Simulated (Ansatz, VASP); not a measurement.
## One calculation of Cd, two programs

```
Cd
1.0
     0.00000    2.18784    2.18922
     2.18907    0.00000    2.18922
     2.18907    2.18784    0.00000
Cd
1
Direct
  0.00000 0.00000 0.00000
```

Alike in both runs: functional PBEsol; k mesh 22 × 22 × 22; occupations gaussian, width 0.1 eV; no spin polarisation.

Ansatz relaxed the structure, and its values are those at the end. VASP's run is a single point on that final structure, the one shown.

|  | VASP | Ansatz |
| --- | --- | --- |
| version | VASP 6.6.1 | Ansatz 0.2.0 |
| potentials or method | VASP PAW PBE potentials, release 64 (Cd), cutoff 520 eV | scalar-relativistic, plane waves, PAW |
| valence electrons in the cell | 12 | 20 |

VASP gave:

* gap on the k mesh at the Fermi level (eV): none
* pressure (GPa): 0.4

Q: Estimate Ansatz's values.

A: gap on the k mesh at the Fermi level (eV): none; pressure (GPa): 0.0.

VASP's potentials were made for PBE, not for PBEsol. A gap of «none» marks a metal or a gap that the smearing closes. VASP's potentials hold 12 valence electrons a cell and Ansatz's 20, so a difference there can come from the potentials and not from the codes.
